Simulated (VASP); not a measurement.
Sb, 4 atoms in the cell. The cell holds a slab with vacuum, 4 atoms: a = 4.069 Å, b = 4.069 Å, c = 20.800 Å, α = 90.00°, β = 90.00°, γ = 120.00°. 

- Program: VASP 6.6.1
- Task: single point
- Functional: PBE
- Dispersion: D3(BJ)
- Potentials or basis: VASP PAW PBE potentials, release 64 (Sb)
- Cutoff: 520 eV
- k mesh: 9 × 9 × 1
- Occupations: gaussian, width 0.05 eV
- Spin: no spin polarisation
- Dipole correction: yes
- Further INCAR settings: ALGO = Normal; EDIFF = 1e-07; NBANDS = 18

Potentials or basis: VASP PAW PBE potentials, release 64 (Sb).

Launch:

```sh
$ cat potpaw_PBE.64/Sb/POTCAR > POTCAR
$ mpirun -np 1 vasp_std > vasp.out
```

Hardware: 1 thread of Intel(R) Xeon(R) 6975P-C (Granite Rapids), with other jobs on the host.

Estimate the wall time of this run.

It took 2.1 min on 1 thread of Intel(R) Xeon(R) 6975P-C (Granite Rapids) (shared host), peak memory 0.47 GiB. Counts: scf iterations 19, k points 41.
